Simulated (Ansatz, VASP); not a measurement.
# Sn3Se in VASP and in Ansatz

INCAR

```
SYSTEM = Sn3Se
PREC = Accurate
ENCUT = 520
EDIFF = 1E-7
ISMEAR = -1
SIGMA = 0.05
LREAL = .FALSE.
LASPH = .TRUE.
NELM = 100
ALGO = Normal
ISIF = 2
LWAVE = .FALSE.
LCHARG = .TRUE.
GGA = PE
LELF = .TRUE.
LVHAR = .TRUE.
NBANDS = 32
```

KPOINTS

```
Automatic mesh
0
G
  6 6 6
  0 0 0
```

POSCAR

```
Sn3Se
1.0
    4.6777916979      0.0000000000      0.0000000000
    0.0000000000      4.6777916979      0.0000000000
    0.0000000000      0.0000000000      4.6777916979
Sn Se
3 1
Direct
    0.5000000000      0.5000000000      0.0000000000
    0.5000000000      0.0000000000      0.5000000000
    0.0000000000      0.5000000000      0.5000000000
    0.0000000000      0.0000000000      0.0000000000
```

The input input.yaml:

```yaml
crystal:
  lattice:
    - [4.6777916979, 0.0, 0.0]
    - [0.0, 4.6777916979, 0.0]
    - [0.0, 0.0, 4.6777916979]
  atoms:
    - { symbol: Sn, position: [0.5, 0.5, 0.0] }
    - { symbol: Sn, position: [0.5, 0.0, 0.5] }
    - { symbol: Sn, position: [0.0, 0.5, 0.5] }
    - { symbol: Se, position: [0.0, 0.0, 0.0] }
hamiltonian:
  xc: pbe
  pseudopotentials: { kind: paw }
kpoints:
  mp_grid: { grid: [6, 6, 6] }
scf:
  occupations: { method: fermi_dirac, width: 0.05 }
output:
  forces: true
  stress: true
  eigenvalues: true
```

Alike in both runs: task single point; functional PBE; k mesh 6 × 6 × 6; occupations fermi-dirac, width 0.05 eV; no spin polarisation.

|  | VASP | Ansatz |
| --- | --- | --- |
| version | VASP 6.6.1 | Ansatz 0.2.0 |
| potentials or method | VASP PAW PBE potentials, release 64 (Sn_d, Se) | Ansatz PAW |
| plane-wave cutoff (eV) | 520 | 420 |
| valence electrons in the cell | 48 | 58 |

```tsv
	VASP	Ansatz	Ansatz less VASP
gap on the k mesh at the Fermi level (eV)	none	none	-
pressure (GPa)	2.4	2.4	+0.04
```

A gap of «none» marks a metal or a gap that the smearing closes. VASP's potentials hold 48 valence electrons a cell and Ansatz's 58, so a difference there can come from the potentials and not from the codes.
